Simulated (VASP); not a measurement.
## BeSn2: relaxation of cell and atoms with PBE

BeSn2:

```
CELL_PARAMETERS angstrom
3.08114 0.00000 0.00000
-1.54057 2.66834 0.00000
0.00000 0.00000 5.71746
ATOMIC_POSITIONS crystal
Be 0.00000 0.00000 0.50000
Sn 0.33333 0.66667 0.80284
Sn 0.66667 0.33333 0.19716
```

```yaml
Program: VASP 6.6.1
Task: relaxation of cell and atoms
Functional: PBE
Potentials_or_basis: VASP PAW PBE potentials, release 64 (Be, Sn_d)
Cutoff: 600 eV
k_mesh: 6 × 6 × 4
Occupations: gaussian, width 0.1 eV
Spin: no spin polarisation
Dipole_correction: no
Further_INCAR_settings: ALGO = Normal; EDIFF = 1e-06; IBRION = 2; EDIFFG = -0.04; NSW = 90; ISIF = 3
```

| Quantity | Value |
| --- | --- |
| Relaxed volume | 21.56 Å³/atom |
| Relaxed cell | a = 3.576 Å, b = 3.576 Å, c = 5.841 Å, α = 90.00°, β = 90.00°, γ = 120.00° |
| Space group after relaxing (to 0.05 Å) | P-3m1 (No. 164) |
| Energy gained by relaxing | 596.9 meV/atom |
| Ionic steps | 11 |
| Pressure after relaxing | 0.0 GPa |
| Largest force after relaxing | 0.005 eV/Å |
| Band gap on the k mesh | zero (band 15 reaches 10.78 eV, above the bottom of band 16 at 4.35 eV) |

Forces in eV/Å, atoms in the order of the input:
```
Be   0.000  0.000  0.000
Sn   0.000  0.000  0.005
Sn   0.000  0.000 -0.005
```

Step by step:
```
step  energy change (eV)  largest force (eV/Å)  pressure (GPa)  volume (Å³)
   1              0.0000                1.4575           37.62        47.01
   2             -1.4542                0.3347           -6.25        76.67
   3             -1.6818                0.4036           -0.20        65.00
   4             -1.6824                0.3952           -0.71        65.66
   5             -1.7328                0.3845           -0.30        65.20
   6             -1.7865                0.1688            0.31        64.24
   7             -1.7868                0.1153            0.48        64.04
   8             -1.7872                0.1361            0.42        64.11
   9             -1.7900                0.0564           -0.09        64.75
  10             -1.7902                0.0352           -0.23        64.93
  11             -1.7907                0.0053            0.02        64.67
```

Final structure:
```
Be Sn
1.0
     3.57561    0.00000    0.00000
    -1.78781    3.09657    0.00000
     0.00000    0.00000    5.84073
Be Sn
1 2
Direct
  0.00000 0.00000 0.50000
  0.33333 0.66667 0.78141
  0.66667 0.33333 0.21859
```

Levels at points of the mesh, in eV from the Fermi level:
| k point | band 13 | band 14 | band 15 | band 16 | band 17 | band 18 |
| --- | --- | --- | --- | --- | --- | --- |
| (0.00, 0.00, 0.00) | -5.17 | 3.35 | 3.35 | 4.20 | 4.20 | 4.85 |
| (0.50, 0.00, 0.00) | -3.01 | -2.72 | -2.04 | -0.35 | 0.10 | 4.29 |
| (0.00, 0.00, 0.50) | -1.33 | 0.25 | 3.22 | 3.22 | 5.19 | 5.19 |
| (0.50, 0.00, 0.50) | -4.70 | -4.59 | 0.87 | 1.57 | 2.04 | 2.26 |

Wall time 3 min on 1 thread of Oxide Virtual Turin-like Processor, on a shared host, peak memory 0.17 GiB.

Caveat: the k points lie up to 0.34 Å⁻¹ apart in the final cell; the volume moved by over 15 % at a fixed basis, so the end points are rough; spin-orbit coupling is left out, which moves the levels of the heavy elements.
